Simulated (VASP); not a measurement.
# AlN (P6_3mc) in VASP: a series of runs

The runs below take AlN through single point, with PBE, r2SCAN.

Program: VASP 6.6.1. These are calculated values, not measurements. Logs are shortened: lines on timing, memory, paths and dates and some standing lists are left out, and cuts for length are marked.

**Experimental background.**

From “Structural and optical properties of self-assembled AlN nanowires grown on SiO2/Si substrates by molecular beam epitaxy”, 2024, arxiv:2402.00216, for a bulk crystal of AlN at 0 K: band gap 6.0343 eV (an exciton energy, a little under the gap).

The runs below are set against these values where they give the same quantity.

### Step 1. The cell of the first run

The structure is hexagonal, space group P6_3mc (No. 186). Conventional cell: a = 3.107 Å, b = 3.107 Å, c = 4.979 Å, α = 90.00°, β = 90.00°, γ = 120.00°. Al (site symmetry 3m) has 4 N at 1.89 to 1.90 Å within 2.5 Å. N (site symmetry 3m) has 4 Al at 1.89 to 1.90 Å within 2.5 Å.

### Step 2. Single point, PBE

File INCAR:

```
SYSTEM = AlN
ALGO = Normal ; EDIFF = 1E-7
ENCUT = 520 ; GGA = PE
ISIF = 2 ; ISMEAR = -1
LASPH = .True. ; LCHARG = .False.
LREAL = .False. ; LWAVE = .False.
NBANDS = 16 ; NELM = 100
PREC = Accurate ; SIGMA = 0.02
```

File KPOINTS:

```
k-points
0
Gamma
  12 12 6
  0 0 0
```

File POSCAR:

```
AlN
1.0
    3.1066945025      0.0000000000      0.0000000000
   -1.5533472512      2.6904763609      0.0000000000
    0.0000000000      0.0000000000      4.9785885509
Al N
2 2
Direct
    0.3333333333      0.6666666667     -0.0007956041
    0.6666666667      0.3333333333      0.4992043959
    0.3333333333      0.6666666667      0.3807956041
    0.6666666667      0.3333333333      0.8807956041
```

Potentials or basis: VASP PAW PBE potentials, release 64 (Al, N).

Started as:

```bash
cat potpaw_PBE.64/Al/POTCAR potpaw_PBE.64/N/POTCAR > POTCAR
mpirun -np 1 vasp_std > vasp.out
```

OUTCAR:

```text
SYSTEM = AlN
   EDIFF = 1E-7
   ENCUT = 520
   GGA = PE
   ISIF = 2
   ISMEAR = -1
   LASPH = .True.
   LREAL = .False.
   NELM = 100
   PREC = Accurate

 ion  position               nearest neighbor table
   1  0.333  0.667  0.999-   4 1.89   4 1.89   4 1.89   3 1.90   2 3.07   2 3.07   2 3.07   2 3.07
                             2 3.07   2 3.07
   2  0.667  0.333  0.499-   3 1.89   3 1.89   3 1.89   4 1.90   1 3.07   1 3.07   1 3.07   1 3.07
                             1 3.07   1 3.07
   3  0.333  0.667  0.381-   2 1.89   2 1.89   2 1.89   1 1.90
   4  0.667  0.333  0.881-   1 1.89   1 1.89   1 1.89   2 1.90

  LATTYP: Found a hexagonal cell.
 ALAT       =     3.1066945025
 C/A-ratio  =     1.6025356040

  Lattice vectors:

 A1 = (   3.1066945025,   0.0000000000,   0.0000000000)
 A2 = (  -1.5533472512,   2.6904763609,   0.0000000000)
 A3 = (   0.0000000000,   0.0000000000,   4.9785885509)

Analysis of symmetry for initial positions (statically):
=====================================================================
 Subroutine PRICEL returns:
 Original cell was already a primitive cell.

 Routine SETGRP: Setting up the symmetry group for a
 hexagonal supercell.

 Subroutine GETGRP returns: Found 12 space group operations
 (whereof  6 operations were pure point group operations)
 out of a pool of 24 trial point group operations.

The static configuration has the point symmetry C_3v.
 The point group associated with its full space group is C_6v.

Analysis of symmetry for dynamics (positions and initial velocities):
=====================================================================
 Subroutine PRICEL returns:
 Original cell was already a primitive cell.

 Routine SETGRP: Setting up the symmetry group for a
 hexagonal supercell.

 Subroutine GETGRP returns: Found 12 space group operations
 (whereof  6 operations were pure point group operations)
 out of a pool of 24 trial point group operations.

The dynamic configuration has the point symmetry C_3v.
 The point group associated with its full space group is C_6v.

 Subroutine INISYM returns: Found 12 space group operations
 (whereof  6 operations are pure point group operations),
 and found     1 'primitive' translations

----------------------------------------------------------------------------------------

                                     Primitive cell

  volume of cell :      41.6135

  direct lattice vectors                    reciprocal lattice vectors
     3.106694502  0.000000000  0.000000000     0.321885528  0.185840696  0.000000000
    -1.553347251  2.690476361  0.000000000     0.000000000  0.371681392  0.000000000
     0.000000000  0.000000000  4.978588551     0.000000000  0.000000000  0.200860141

  length of vectors
     3.106694502  3.106694502  4.978588551     0.371681392  0.371681392  0.200860141

  position of ions in fractional coordinates (direct lattice)
     0.333333333  0.666666667  0.999204396
     0.666666667  0.333333333  0.499204396
     0.333333333  0.666666667  0.380795604
     0.666666667  0.333333333  0.880795604

  ion indices of the primitive-cell ions
   primitive index   ion index
                 1           1
                 2           2
                 3           3
                 4           4

----------------------------------------------------------------------------------------

 KPOINTS: k-points

Automatic generation of k-mesh.
 Grid dimensions read from file:
 generate k-points for:   12   12    6

 Generating k-lattice:

  Cartesian coordinates                     Fractional coordinates (reciprocal lattice)
     0.026823794  0.015486725  0.000000000     0.083333333 -0.000000000  0.000000000
     0.000000000  0.030973449  0.000000000     0.000000000  0.083333333  0.000000000
     0.000000000  0.000000000  0.033476690     0.000000000  0.000000000  0.166666667

  Length of vectors
     0.030973449  0.030973449  0.033476690

  Shift w.r.t. Gamma in fractional coordinates (k-lattice)
     0.000000000  0.000000000  0.000000000

 Subroutine IBZKPT returns following result:
 ===========================================

 Found     76 irreducible k-points:

 Following reciprocal coordinates:
            Coordinates               Weight
  0.000000  0.000000  0.000000      1.000000
  0.083333  0.000000  0.000000      6.000000
  0.166667  0.000000  0.000000      6.000000
  0.250000  0.000000  0.000000      6.000000
  0.333333  0.000000  0.000000      6.000000
  0.416667  0.000000  0.000000      6.000000
[... 16 lines left out ...]
  0.250000  0.000000  0.166667     12.000000
  0.333333  0.000000  0.166667     12.000000
 [... further k-points ...]
   k-points           NKPTS =     76   k-points in BZ     NKDIM =     76   number of bands    NBANDS=     16
   number of dos      NEDOS =    301   number of ions     NIONS =      4
   total plane-waves  NPLWV =  23040
   dimension x,y,z NGX =    24 NGY =   24 NGZ =   40
   dimension x,y,z NGXF=    48 NGYF=   48 NGZF=   80
   ions per type =               2   2
   NGX,Y,Z   is equivalent  to a cutoff of  12.84, 12.84, 13.36 a.u.
   NGXF,Y,Z  is equivalent  to a cutoff of  25.69, 25.69, 26.71 a.u.
 SYSTEM =  AlN
   PREC   = accura    normal or accurate (medium, high low for compatibility)
   ISTART =      0    job   : 0-new  1-cont  2-samecut
   ICHARG =      2    charge: 1-file 2-atom 10-const
   ISPIN  =      1    spin polarized calculation?
   LNONCOLLINEAR =      F non collinear calculations
   LSORBIT =      F    spin-orbit coupling
   LASPH  =      T    aspherical Exc in radial PAW
   ENCUT  =  520.0 eV  38.22 Ry    6.18 a.u.   5.78  5.78  9.26*2*pi/ulx,y,z
   NELM   =    100;   NELMIN=  2; NELMDL= -5     # of ELM steps
   EDIFF  = 0.1E-06   stopping-criterion for ELM
   LREAL  =      F    real-space projection
   EDIFFG = 0.1E-05   stopping-criterion for IOM
   NSW    =      0    number of steps for IOM
   IBRION =     -1    ionic relax: 0-MD 1-quasi-New 2-CG
   NFREE  =      0    steps in history (QN), initial steepest desc. (CG)
   ISIF   =      2    stress and relaxation
   ISYM   =      2    0-nonsym 1-usesym 2-fastsym
   POTIM  = 0.5000    time-step for ionic-motion
   TEBEG  =    0.0;   TEEND  =   0.0 temperature during run
   PSTRESS=    0.0 pullay stress
   NELECT =      16.0000    total number of electrons
   NUPDOWN=      -1.0000    fix difference up-down
   EMIN   =  10.00;   EMAX   =-10.00  energy-range for DOS
   EFERMI =   0.00;   METHOD = LEGACY
   ISMEAR =    -1;   SIGMA  =   0.02  broadening in eV -4-tet -1-fermi 0-gaus
   EFERMI_NEDOS =   21; number of points for ismear=-14 and -15
   IALGO  =     38    algorithm
   IMIX   =      4    mixing-type and parameters
     AMIX     =   0.40;   BMIX     =  1.00
     AMIX_MAG =   1.60;   BMIX_MAG =  1.00
  volume/ion in A,a.u.               =      10.40        70.21
  Fermi-wavevector in a.u.,A,eV,Ry     =   1.190429  2.249585 19.281105  1.417121
  Thomas-Fermi vector in A             =   2.326514
   LORBIT       =      0    0 simple, 1 ext, 2 COOP (PROOUT), +10 PAW based schemes
   GGA     = PE    functional components
   LHFCALC =     F    Hartree Fock is set to
   AEXX    =    0.0000 exact exchange contribution
   IVDW    =     0    specifies the selected vdW correction
   LEPSILON=     F    determine dielectric tensor
   LRPA    =     F    only Hartree local field effects (RPA)
 non-spin polarized calculation
  energy-cutoff  :      520.00
  volume of cell :       41.61
 maximum number of plane-waves:      1152
 NGX is ok and might be reduce to    24
   NGX = 11   NGY = 11   NGZ = 19

 number of electron      15.9999996 magnetization

 Free energy of the ion-electron system (eV)
  ---------------------------------------------------
  ext. energy  EPLUGINS =         0.00000000
  ---------------------------------------------------
  free energy    TOTEN  =       -29.76785296 eV

  energy without entropy =      -29.76785296  energy(sigma->0) =      -29.76785296

 E-fermi :   6.5786     XC(G=0): -10.9267

 val. band max:        6.1858355040   @ k =   0.0000   0.0000   0.0000
 cond. band min:      10.4292008251   @ k =   0.0000   0.0000   0.0000
 fundamental gap:      4.2433653211
 Fermi energy:         6.5786181618

 k-point     1 :       0.0000    0.0000    0.0000
  band No.  band energies     occupation
      1      -9.0209      2.00000
      2      -6.8663      2.00000
      3       0.1767      2.00000
      4       5.3266      2.00000
      5       5.3266      2.00000
      6       5.9755      2.00000
[... 8 lines left out ...]
     15      19.3681      0.00000
     16      19.3681      0.00000

 k-point     2 :       0.0833    0.0000    0.0000
  band No.  band energies     occupation
      1      -8.9319      2.00000
      2      -6.8156      2.00000
      3       0.2824      2.00000
      4       4.9134      2.00000
      5       5.2094      2.00000
      6       5.5632      2.00000
[... 8 lines left out ...]
     15      19.4001      0.00000
     16      19.4403      0.00000

 k-point     3 :       0.1667    0.0000    0.0000
  band No.  band energies     occupation
      1      -8.6726      2.00000
      2      -6.6771      2.00000
      3       0.5942      2.00000
      4       3.9054      2.00000
      5       4.6877      2.00000
      6       4.9341      2.00000
[... 8 lines left out ...]
     15      18.5793      0.00000
     16      19.0132      0.00000

 k-point     4 :       0.2500    0.0000    0.0000
  band No.  band energies     occupation
      1      -8.2686      2.00000
      2      -6.4939      2.00000
      3       1.0934      2.00000
      4       2.7287      2.00000
      5       3.7225      2.00000
      6       4.6181      2.00000
[... 8 lines left out ...]
     15      18.3331      0.00000
     16      19.5139      0.00000

 k-point     5 :       0.3333    0.0000    0.0000
  band No.  band energies     occupation
      1      -7.7727      2.00000
      2      -6.3413      2.00000
      3       1.6741      2.00000
      4       1.7508      2.00000
      5       2.8585      2.00000
      6       4.3436      2.00000
[... 8 lines left out ...]
     15      18.3144      0.00000
     16      20.6293      0.00000

 k-point     6 :       0.4167    0.0000    0.0000
  band No.  band energies     occupation
      1      -7.2883      2.00000
      2      -6.3044      2.00000
      3       0.9753      2.00000
      4       2.2274      2.00000
      5       2.4515      2.00000
      6       4.1611      2.00000
[... 8 lines left out ...]
     15      18.7708      0.00000
     16      21.4424      0.00000
[... 267 lines left out ...]
 k-point    21 :       0.0833    0.0000    0.1667
  band No.  band energies     occupation
      1      -8.8264      2.00000
      2      -7.0183      2.00000
      3       0.6395      2.00000
      4       4.9587      2.00000
      5       5.2377      2.00000
      6       5.2560      2.00000
[... 8 lines left out ...]
     15      18.9317      0.00000
     16      19.0948      0.00000

 k-point    22 :       0.1667    0.0000    0.1667
  band No.  band energies     occupation
      1      -8.5709      2.00000
      2      -6.8623      2.00000
      3       0.8963      2.00000
      4       3.9720      2.00000
      5       4.4562      2.00000
      6       4.9912      2.00000
[... 8 lines left out ...]
     15      18.7312      0.00000
     16      19.1480      0.00000

 k-point    23 :       0.2500    0.0000    0.1667
  band No.  band energies     occupation
      1      -8.1741      2.00000
      2      -6.6488      2.00000
      3       1.2410      2.00000
      4       2.8919      2.00000
      5       3.5441      2.00000
      6       4.6844      2.00000
[... 8 lines left out ...]
     15      18.5938      0.00000
     16      19.5782      0.00000

 k-point    24 :       0.3333    0.0000    0.1667
  band No.  band energies     occupation
      1      -7.6903      2.00000
      2      -6.4538      2.00000
      3       1.2687      2.00000
      4       2.2391      2.00000
      5       2.8445      2.00000
      6       4.4161      2.00000
[... 8 lines left out ...]
     15      18.6452      0.00000
     16      20.5325      0.00000

 [... further k-points ...]

------------------------ aborting loop because EDIFF is reached ----------------------------------------

  FORCE on cell =-STRESS in cart. coord.  units (eV):
  Direction    XX          YY          ZZ          XY          YZ          ZX
  --------------------------------------------------------------------------------------
  -------------------------------------------------------------------------------------
  Total        1.1527811      1.1527811      1.1145191      0.0000000      0.0000000      0.0000000
  in kB       44.3836978     44.3836978     42.9105532      0.0000000      0.0000000      0.0000000
  external PRESSURE =      43.8926496 kB  Pullay stress =       0.0000000 kB

 VOLUME and BASIS-vectors are now :
 -----------------------------------------------------------------------------
  energy-cutoff  :      520.00
  volume of cell :       41.61
      direct lattice vectors                 reciprocal lattice vectors
     3.106694502  0.000000000  0.000000000     0.321885528  0.185840696  0.000000000
    -1.553347251  2.690476361  0.000000000     0.000000000  0.371681392  0.000000000
     0.000000000  0.000000000  4.978588551     0.000000000  0.000000000  0.200860141

 POSITION                                       TOTAL-FORCE (eV/Angst)
 -----------------------------------------------------------------------------------
     -0.00000      1.79365      4.97463         0.000000     -0.000000     -0.009051
      1.55335      0.89683      2.48533        -0.000000     -0.000000     -0.009051
     -0.00000      1.79365      1.89582         0.000000      0.000000      0.009051
      1.55335      0.89683      4.38512         0.000000     -0.000000      0.009051
 -----------------------------------------------------------------------------------
    total drift:                               -0.000000      0.000000     -0.000954

  FREE ENERGIE OF THE ION-ELECTRON SYSTEM (eV)
  ---------------------------------------------------
  free  energy   TOTEN  =       -29.7678529580 eV

  energy  without entropy=      -29.7678529580  energy(sigma->0) =      -29.76785296
```

Run time: 40 s. Hardware: 1 thread of Intel Xeon Platinum 8488C (Sapphire Rapids), shared host; peak memory 0.17 GiB.

Results:

* Free energy: -29.7679 eV
* Pressure: 4.4 GPa
* Largest force: 0.009 eV/Å
* Band gap on the k mesh: 4.24 eV

Forces in eV/Å, atoms in the order of the input:
```
Al   0.000  0.000 -0.009
Al   0.000  0.000 -0.009
N    0.000  0.000  0.009
N    0.000  0.000  0.009
```

Levels at points of the mesh, in eV from the valence-band top:
```tsv
k point	band 5	band 6	band 7	band 8	band 9	band 10	band 11	band 12
(0.00, 0.00, 0.00)	-0.86	-0.21	-0.21	0.00	4.24	6.70	10.64	11.19
(0.50, 0.00, 0.00)	-3.35	-2.09	-1.78	-0.69	5.81	5.83	8.22	10.31
(0.00, 0.00, 0.50)	-0.54	-0.54	-0.54	-0.54	6.51	6.51	10.35	10.35
(0.50, 0.00, 0.50)	-1.46	-1.46	-1.37	-1.37	5.32	5.32	9.28	9.28
```

Caveat: the cell stands under pressure.

### Step 3. Single point, PBE (epitaxial xy strain +5.3%)

File INCAR:

```
PREC = Accurate
ENCUT = 520
EDIFF = 1E-7
ISMEAR = -1
SIGMA = 0.02
LREAL = False
LASPH = True
NELM = 80
ALGO = Normal
ISIF = 2
LWAVE = False
LCHARG = False
GGA = PE
NBANDS = 16
```

File KPOINTS:

```
Automatic mesh
0
Gamma
  12 12 6
```

File POSCAR:

```
AlN
1.0
    3.2725919889      0.0000000000      0.0000000000
   -1.6362959944      2.8341477986      0.0000000000
    0.0000000000      0.0000000000      4.8002461889
Al N
2 2
Direct
    0.3333333333      0.6666666667     -0.0088221557
    0.6666666667      0.3333333333      0.4911778443
    0.3333333333      0.6666666667      0.3888221557
    0.6666666667      0.3333333333      0.8888221557
```

Potentials or basis: VASP PAW PBE potentials, release 64 (Al, N).

Started as:

```bash
cat potpaw_PBE.64/Al/POTCAR potpaw_PBE.64/N/POTCAR > POTCAR
mpirun -np 1 vasp_std > vasp.out
```

OUTCAR:

```text
PREC = Accurate
   ENCUT = 520
   EDIFF = 1E-7
   ISMEAR = -1
   LREAL = False
   LASPH = True
   NELM = 80
   ISIF = 2
   GGA = PE

 ion  position               nearest neighbor table
   1  0.333  0.667  0.991-   3 1.91   4 1.95   4 1.95   4 1.95   2 3.05   2 3.05   2 3.05   2 3.05
                             2 3.05   2 3.05
   2  0.667  0.333  0.491-   4 1.91   3 1.95   3 1.95   3 1.95   1 3.05   1 3.05   1 3.05   1 3.05
                             1 3.05   1 3.05
   3  0.333  0.667  0.389-   1 1.91   2 1.95   2 1.95   2 1.95
[... 659 lines left out ...]
  Direction    XX          YY          ZZ          XY          YZ          ZX
  --------------------------------------------------------------------------------------
  -------------------------------------------------------------------------------------
  Total       -4.3958865     -4.3958865      1.0436899     -0.0000000      0.0000000      0.0000000
  in kB     -158.1900559   -158.1900559     37.5581491     -0.0000000      0.0000000      0.0000000
  external PRESSURE =     -92.9406543 kB  Pullay stress =       0.0000000 kB

 VOLUME and BASIS-vectors are now :
 -----------------------------------------------------------------------------
  energy-cutoff  :      520.00
  volume of cell :       44.52
      direct lattice vectors                 reciprocal lattice vectors
     3.272591989  0.000000000  0.000000000     0.305568187  0.176419875  0.000000000
    -1.636295994  2.834147799  0.000000000     0.000000000  0.352839750  0.000000000
     0.000000000  0.000000000  4.800246189     0.000000000  0.000000000  0.208322649

 POSITION                                       TOTAL-FORCE (eV/Angst)
 -----------------------------------------------------------------------------------
     -0.00000      1.88943      4.75790         0.000000      0.000000     -0.066844
      1.63630      0.94472      2.35777        -0.000000     -0.000000     -0.066844
     -0.00000      1.88943      1.86644         0.000000      0.000000      0.066844
      1.63630      0.94472      4.26657        -0.000000      0.000000      0.066844
 -----------------------------------------------------------------------------------
    total drift:                               -0.000000      0.000000     -0.000517

  FREE ENERGIE OF THE ION-ELECTRON SYSTEM (eV)
  ---------------------------------------------------
  free  energy   TOTEN  =       -29.5509585398 eV

  energy  without entropy=      -29.5509585398  energy(sigma->0) =      -29.55095854
```

It took 35 s on 1 thread of Intel Xeon Platinum 8488C (Sapphire Rapids), shared host; peak memory 0.17 GiB.

Results:

```yaml
Free_energy: -29.5510 eV
Pressure: -9.3 GPa
Largest_force: 0.067 eV/Å
Band_gap_on_the_k_mesh: 3.21 eV
```

Forces in eV/Å, atoms in the order of the input:
```
Al   0.000  0.000 -0.067
Al   0.000  0.000 -0.067
N    0.000  0.000  0.067
N    0.000  0.000  0.067
```

Stress tensor (GPa, compression positive):
```
-15.82   0.00   0.00
  0.00 -15.82   0.00
  0.00   0.00   3.76
```

Levels at points of the mesh, in eV from the valence-band top:
```csv
k point,band 6,band 7,band 8,band 9,band 10,band 11
"(0.00, 0.00, 0.00)",-0.75,-0.75,0.00,3.21,4.96,9.48
"(0.50, 0.00, 0.00)",-2.80,-1.99,-1.05,4.75,5.84,7.22
"(0.00, 0.00, 0.50)",-1.22,-1.22,-1.22,5.29,5.29,9.72
"(0.50, 0.00, 0.50)",-2.04,-1.40,-1.40,4.89,4.89,8.54
```

Caveat: the cell differs from its parent crystal (epitaxial xy strain +5.3%); the cell stands under tension. A k mesh can miss the band edges.

(Part 1 of 2 ends here.)
